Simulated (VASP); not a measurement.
# Zn31S33 (a cell with a defect) in VASP: single point with PBEsol

Aim: the single point of Zn31S33 (a cell with a defect) with PBEsol.

Program: VASP 6.6.1. These are calculated values, not measurements. Logs are shortened: lines on timing, memory, paths and dates and some standing lists are left out, and cuts for length are marked.

### 1 The cell of the first run

The cell holds a defect, 64 atoms: a = 10.713 Å, b = 10.713 Å, c = 10.713 Å, α = 90.00°, β = 90.00°, γ = 90.00°.

### 2 Single point, PBEsol

Input file INCAR:

```
ALGO = Normal
EDIFF = 1E-6
ENCUT = 400
GGA = PS
GGA_COMPAT = F
ISIF = 2
ISMEAR = -1
ISYM = -1
LASPH = T
LCHARG = T
LELF = T
LREAL = Auto
LVHAR = T
LWAVE = F
NBANDS = 323
NELECT = 568.0
NELM = 120
PREC = Accurate
SIGMA = 0.05
```

Input file KPOINTS:

```
explicit points
1
Reciprocal
  0.25000000   0.25000000   0.25000000 1
```

Input file POSCAR:

```
Zn31S33
1.0
   10.7125360000      0.0000000000      0.0000000000
    0.0000000000     10.7125360000      0.0000000000
    0.0000000000      0.0000000000     10.7125360000
Zn S
31 33
Direct
    0.0004220000      0.0001290000      0.0006060000
    0.9997060000      0.9994040000      0.4999090000
    0.9996000000      0.4995240000      0.9999430000
    0.0026920000      0.5003270000      0.5005420000
    0.4997100000      0.9992480000      0.9999060000
    0.5005240000      0.0025030000      0.5005010000
    0.5004480000      0.5002060000      0.0026060000
    0.2502320000      0.2498900000      0.0019690000
    0.2486860000      0.2484800000      0.4988060000
    0.2482010000      0.7516100000      0.0013010000
    0.2446820000      0.7557020000      0.5041650000
    0.7518560000      0.2479210000      0.0012480000
    0.7558980000      0.2444790000      0.5039630000
    0.7501930000      0.7499250000      0.9998320000
    0.7575730000      0.7573180000      0.4871270000
    0.2501410000      0.0016820000      0.2502300000
    0.2481300000      0.0006200000      0.7519760000
    0.2486300000      0.4980840000      0.2487960000
    0.2447150000      0.5037620000      0.7560460000
    0.7519080000      0.0006130000      0.2481460000
    0.7501600000      0.9997660000      0.7502780000
    0.7555510000      0.5037480000      0.2452090000
    0.7575250000      0.4862880000      0.7576070000
    0.0020430000      0.2498400000      0.2501790000
    0.0007340000      0.2478940000      0.7519340000
    0.0008070000      0.7515460000      0.2481580000
    0.0000560000      0.7499320000      0.7503210000
    0.4985090000      0.2482390000      0.2487050000
    0.5041490000      0.2445680000      0.7559250000
    0.5042890000      0.7552600000      0.2452670000
    0.4865910000      0.7571190000      0.7574990000
    0.5020480000      0.5021360000      0.5021980000
    0.1251200000      0.1247560000      0.1249870000
    0.1248440000      0.1245980000      0.6252030000
    0.1248570000      0.6246920000      0.1249530000
    0.1250670000      0.6252830000      0.6255420000
    0.6249860000      0.1244280000      0.1248120000
    0.6255830000      0.1248030000      0.6254730000
    0.6255060000      0.6251690000      0.1249860000
    0.6143760000      0.6142450000      0.6144830000
    0.3756450000      0.3753160000      0.1261000000
    0.3707730000      0.3705980000      0.6365880000
    0.3738600000      0.8756180000      0.1247920000
    0.3740600000      0.8776430000      0.6239180000
    0.8760370000      0.3735140000      0.1246740000
    0.8778440000      0.3737920000      0.6238730000
    0.8746020000      0.8743030000      0.1236820000
    0.8728160000      0.8725180000      0.6249340000
    0.3754840000      0.1258190000      0.3756890000
    0.3737310000      0.1240460000      0.8761650000
    0.3707080000      0.6356800000      0.3711760000
    0.3738820000      0.6237700000      0.8779760000
    0.8762290000      0.1240480000      0.3736240000
    0.8746350000      0.1235370000      0.8747690000
    0.8777840000      0.6237880000      0.3741030000
    0.8727090000      0.6245200000      0.8726160000
    0.1260360000      0.3752690000      0.3757260000
    0.1242620000      0.3733480000      0.8762490000
    0.1243430000      0.8758320000      0.3736310000
    0.1238940000      0.8743710000      0.8747740000
    0.6361130000      0.3701610000      0.3708020000
    0.6240710000      0.3736510000      0.8779850000
    0.6241120000      0.8776120000      0.3741250000
    0.6247650000      0.8723490000      0.8725730000
```

Potentials or basis: VASP PAW PBE potentials, release 64 (Zn, S).

Run with:

```bash
$ cat potpaw_PBE.64/Zn/POTCAR potpaw_PBE.64/S/POTCAR > POTCAR
$ mpirun -np 1 vasp_std > vasp.out
```

OUTCAR:

```text
EDIFF = 1E-6
   ENCUT = 400
   GGA = PS
   ISIF = 2
   ISMEAR = -1
   ISYM = -1
   LASPH = T
   LREAL = Auto
   NELECT = 568.0
   NELM = 120
   PREC = Accurate

 ion  position               nearest neighbor table
   1  0.000  0.000  0.001-  33 2.31  47 2.32  54 2.32  60 2.32
   2  1.000  0.999  0.500-  53 2.32  59 2.32  34 2.32  48 2.34
   3  1.000  0.500  1.000-  45 2.32  58 2.32  35 2.32  56 2.35
   4  0.003  0.500  0.501-  36 2.30  57 2.31  46 2.32  55 2.32
   5  0.500  0.999  1.000-  43 2.32  50 2.32  37 2.32  64 2.35
   6  0.501  0.003  0.501-  38 2.30  49 2.31  44 2.32  63 2.32
[... 56 lines left out ...]
  63  0.624  0.878  0.374-  15 2.27  30 2.30   6 2.32  20 2.33
  64  0.625  0.872  0.873-  31 2.29  14 2.32  21 2.32   5 2.35

IMPORTANT INFORMATION: All symmetrisations will be switched off!
NOSYMM: (Re-)initialisation of all symmetry stuff for point group C_1.

----------------------------------------------------------------------------------------

                                     Primitive cell

  volume of cell :    1229.3538

  direct lattice vectors                    reciprocal lattice vectors
    10.712536000  0.000000000  0.000000000     0.093348578  0.000000000  0.000000000
     0.000000000 10.712536000  0.000000000     0.000000000  0.093348578  0.000000000
     0.000000000  0.000000000 10.712536000     0.000000000  0.000000000  0.093348578

  length of vectors
    10.712536000 10.712536000 10.712536000     0.093348578  0.093348578  0.093348578

  position of ions in fractional coordinates (direct lattice)
     0.000422000  0.000129000  0.000606000
     0.999706000  0.999404000  0.499909000
     0.999600000  0.499524000  0.999943000
     0.002692000  0.500327000  0.500542000
     0.499710000  0.999248000  0.999906000
     0.500524000  0.002503000  0.500501000
[... 56 lines left out ...]
     0.624112000  0.877612000  0.374125000
     0.624765000  0.872349000  0.872573000

  ion indices of the primitive-cell ions
   primitive index   ion index
                 1           1
                 2           2
                 3           3
                 4           4
                 5           5
                 6           6
[... 56 lines left out ...]
                63          63
                64          64

----------------------------------------------------------------------------------------

 KPOINTS: explicit points

Read explicit list of k-points.

 Found      1 k-points:

 Following reciprocal coordinates:
            Coordinates               Weight
  0.250000  0.250000  0.250000      1.000000
   k-points           NKPTS =      1   k-points in BZ     NKDIM =      1   number of bands    NBANDS=    323
   number of dos      NEDOS =    301   number of ions     NIONS =     64
   total plane-waves  NPLWV = 343000
   dimension x,y,z NGX =    70 NGY =   70 NGZ =   70
   dimension x,y,z NGXF=   140 NGYF=  140 NGZF=  140
   ions per type =              31  33
   NGX,Y,Z   is equivalent  to a cutoff of  10.86, 10.86, 10.86 a.u.
   NGXF,Y,Z  is equivalent  to a cutoff of  21.73, 21.73, 21.73 a.u.
 SYSTEM =  unknown system
   PREC   = accura    normal or accurate (medium, high low for compatibility)
   ISTART =      0    job   : 0-new  1-cont  2-samecut
   ICHARG =      2    charge: 1-file 2-atom 10-const
   ISPIN  =      1    spin polarized calculation?
   LNONCOLLINEAR =      F non collinear calculations
   LSORBIT =      F    spin-orbit coupling
   LASPH  =      T    aspherical Exc in radial PAW
   ENCUT  =  400.0 eV  29.40 Ry    5.42 a.u.  17.47 17.47 17.47*2*pi/ulx,y,z
   NELM   =    120;   NELMIN=  2; NELMDL= -5     # of ELM steps
   EDIFF  = 0.1E-05   stopping-criterion for ELM
   LREAL  =      T    real-space projection
   EDIFFG = 0.1E-04   stopping-criterion for IOM
   NSW    =      0    number of steps for IOM
   IBRION =     -1    ionic relax: 0-MD 1-quasi-New 2-CG
   NFREE  =      0    steps in history (QN), initial steepest desc. (CG)
   ISIF   =      2    stress and relaxation
   ISYM   =     -1    0-nonsym 1-usesym 2-fastsym
   POTIM  = 0.5000    time-step for ionic-motion
   TEBEG  =    0.0;   TEEND  =   0.0 temperature during run
   PSTRESS=    0.0 pullay stress
   NELECT =     568.0000    total number of electrons
   NUPDOWN=      -1.0000    fix difference up-down
   EMIN   =  10.00;   EMAX   =-10.00  energy-range for DOS
   EFERMI =   0.00;   METHOD = LEGACY
   ISMEAR =    -1;   SIGMA  =   0.05  broadening in eV -4-tet -1-fermi 0-gaus
   EFERMI_NEDOS =   21; number of points for ismear=-14 and -15
   IALGO  =     38    algorithm
   IMIX   =      4    mixing-type and parameters
     AMIX     =   0.40;   BMIX     =  1.00
     AMIX_MAG =   1.60;   BMIX_MAG =  1.00
  volume/ion in A,a.u.               =      19.21       129.63
  Fermi-wavevector in a.u.,A,eV,Ry     =   1.265606  2.391649 21.793260  1.601759
  Thomas-Fermi vector in A             =   2.398851
   LORBIT       =      0    0 simple, 1 ext, 2 COOP (PROOUT), +10 PAW based schemes
   GGA     = PS    functional components
   LHFCALC =     F    Hartree Fock is set to
   AEXX    =    0.0000 exact exchange contribution
   IVDW    =     0    specifies the selected vdW correction
   LEPSILON=     F    determine dielectric tensor
   LRPA    =     F    only Hartree local field effects (RPA)
 non-spin polarized calculation
  energy-cutoff  :      400.00
  volume of cell :     1229.35
 maximum number of plane-waves:     22331
 NGX is ok and might be reduce to    70
   NGX = 35   NGY = 35   NGZ = 35

 number of electron     568.0000117 magnetization

 Free energy of the ion-electron system (eV)
  ---------------------------------------------------
  ext. energy  EPLUGINS =         0.00000000
  ---------------------------------------------------
  free energy    TOTEN  =      -247.21193864 eV

  energy without entropy =     -247.21180285  energy(sigma->0) =     -247.21187074

 E-fermi :   2.6663     XC(G=0):  -9.9436

 val. band max:        2.1452372102   @ k =   0.2500   0.2500   0.2500
 cond. band min:       3.1787615624   @ k =   0.2500   0.2500   0.2500
 fundamental gap:      1.0335243522
 Fermi energy:         2.6662836283

 k-point     1 :       0.2500    0.2500    0.2500
  band No.  band energies     occupation
      1     -13.6420      2.00000
      2     -10.8936      2.00000
      3     -10.6496      2.00000
      4     -10.6430      2.00000
      5     -10.6418      2.00000
      6     -10.4332      2.00000
[... 288 lines left out ...]
    295       6.3028      0.00000
    296       6.4209      0.00000
 [bands above 296 left out]

------------------------ aborting loop because EDIFF is reached ----------------------------------------

  FORCE on cell =-STRESS in cart. coord.  units (eV):
  Direction    XX          YY          ZZ          XY          YZ          ZX
  --------------------------------------------------------------------------------------
  -------------------------------------------------------------------------------------
  Total      -13.9837176    -13.9777616    -14.0029514     -3.4925500     -3.6014426     -3.6384363
  in kB      -18.2245303    -18.2167680    -18.2495971     -4.5517283     -4.6936446     -4.7418573
  external PRESSURE =     -18.2302985 kB  Pullay stress =       0.0000000 kB

 VOLUME and BASIS-vectors are now :
 -----------------------------------------------------------------------------
  energy-cutoff  :      400.00
  volume of cell :     1229.35
      direct lattice vectors                 reciprocal lattice vectors
    10.712536000  0.000000000  0.000000000     0.093348578  0.000000000  0.000000000
     0.000000000 10.712536000  0.000000000     0.000000000  0.093348578  0.000000000
     0.000000000  0.000000000 10.712536000     0.000000000  0.000000000  0.093348578

 POSITION                                       TOTAL-FORCE (eV/Angst)
 -----------------------------------------------------------------------------------
      0.00452      0.00138      0.00649         0.003829      0.004398     -0.011124
     10.70939     10.70615      5.35529         0.006438      0.005822      0.001635
     10.70825      5.35117     10.71193         0.000094      0.004296     -0.009856
      0.02884      5.35977      5.36207        -0.008415      0.000698     -0.002707
      5.35316     10.70448     10.71153         0.006757     -0.001767     -0.011277
      5.36188      0.02681      5.36163         0.000470     -0.008988     -0.002013
[... 56 lines left out ...]
      6.68582      9.40145      4.00783        -0.002535      0.000836      0.004253
      6.69282      9.34507      9.34747        -0.005478      0.000380      0.004988
 -----------------------------------------------------------------------------------
    total drift:                               -0.013788     -0.006731     -0.017652

  FREE ENERGIE OF THE ION-ELECTRON SYSTEM (eV)
  ---------------------------------------------------
  free  energy   TOTEN  =      -247.2119386352 eV

  energy  without entropy=     -247.2118028529  energy(sigma->0) =     -247.21187074
```

Wall time 8.2 min (1 thread of AMD EPYC 9R45 (Zen 5), shared host); peak memory 0.74 GiB.

Results:

| Quantity | Value |
| --- | --- |
| Free energy | -247.2119 eV |
| Largest force | 0.069 eV/Å |

Forces in eV/Å, atoms in the order of the input:
```
Zn   0.004  0.004 -0.011
Zn   0.006  0.006  0.002
Zn   0.000  0.004 -0.010
Zn  -0.008  0.001 -0.003
Zn   0.007 -0.002 -0.011
Zn   0.000 -0.009 -0.002
Zn   0.002  0.001 -0.005
Zn  -0.002  0.000 -0.002
Zn   0.003  0.000  0.004
Zn   0.000  0.000 -0.008
Zn   0.002  0.008 -0.004
Zn   0.004 -0.002 -0.007
Zn   0.009 -0.001 -0.006
Zn  -0.002 -0.001  0.001
Zn  -0.001 -0.002 -0.010
Zn   0.001  0.002 -0.003
Zn   0.005  0.000 -0.008
Zn  -0.002  0.002 -0.006
Zn  -0.005 -0.005  0.005
Zn  -0.003 -0.001 -0.001
Zn   0.005  0.000  0.003
Zn   0.008 -0.008 -0.007
Zn   0.005  0.007 -0.003
Zn   0.000  0.001 -0.004
Zn   0.005  0.003 -0.006
Zn   0.003 -0.003  0.000
Zn   0.000  0.006  0.001
Zn   0.002  0.000 -0.003
Zn  -0.006 -0.008  0.005
Zn  -0.008  0.008 -0.007
Zn   0.005  0.008 -0.001
S    0.035  0.029  0.048
S   -0.003 -0.002  0.006
S   -0.006 -0.003 -0.005
S   -0.001 -0.001  0.008
S   -0.001 -0.005  0.005
S    0.000  0.000  0.008
S   -0.004  0.001  0.005
S    0.001  0.000  0.008
S   -0.041 -0.038 -0.040
S   -0.001 -0.002  0.002
S    0.001  0.003 -0.020
S   -0.004  0.004  0.001
S   -0.007  0.003  0.005
S    0.002 -0.004  0.000
S    0.003 -0.007  0.004
S   -0.002 -0.002  0.006
S   -0.003 -0.002  0.010
S    0.001  0.002  0.002
S    0.004  0.002  0.003
S    0.018  0.002  0.001
S    0.001 -0.005  0.006
S   -0.002 -0.001  0.003
S   -0.007 -0.003  0.005
S    0.001 -0.003  0.003
S   -0.002 -0.004  0.005
S    0.002  0.000  0.002
S    0.000  0.004  0.001
S   -0.001 -0.001  0.004
S   -0.005 -0.007  0.006
S   -0.001  0.018  0.000
S   -0.006  0.002  0.006
S   -0.003  0.001  0.004
S   -0.005  0.000  0.005
```

Levels at points of the mesh, in eV from the Fermi level:
```
           k point  band 281  band 282  band 283  band 284  band 285  band 286  band 287  band 288
(0.25, 0.25, 0.25)     -0.84     -0.75     -0.52     -0.52      0.51      0.53      1.56      2.68
```

Caveat: the cell carries a net charge on a neutralising background, which shifts energy and pressure; the cell is charged against a uniform background, so pressure and absolute levels hang on convention; the PAW data sets were made with another functional, which shifts forces and pressure a little.
